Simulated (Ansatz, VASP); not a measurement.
## Sb: VASP beside Ansatz

```
Sb
1.0
     0.00000    3.67542    3.67542
     3.67542    0.00000    3.67542
     3.67542    3.67542    0.00000
Sb
2
Direct
  0.12500 0.12500 0.12500
  0.87500 0.87500 0.87500
```

Alike in both runs: task single point; functional RPBE; k mesh 9 × 9 × 9; occupations fermi-dirac, width 0.1 eV; no spin polarisation.

|  | VASP | Ansatz |
| --- | --- | --- |
| version | VASP 6.6.1 | Ansatz 0.2.0 |
| potentials or method | VASP PAW PBE potentials, release 64 (Sb), cutoff 520 eV | plane waves (420 eV) with PAW, scalar-relativistic |
| valence electrons in the cell | 10 | 30 |

|  | VASP | Ansatz | Ansatz less VASP |
| --- | --- | --- | --- |
| pressure (GPa) | -2.6 | -2.6 | +0.04 |

VASP's potentials were made for PBE, not for RPBE. VASP's potentials hold 10 valence electrons a cell and Ansatz's 30, so a difference there can come from the potentials and not from the codes.

Neither program's run includes spin-orbit coupling.
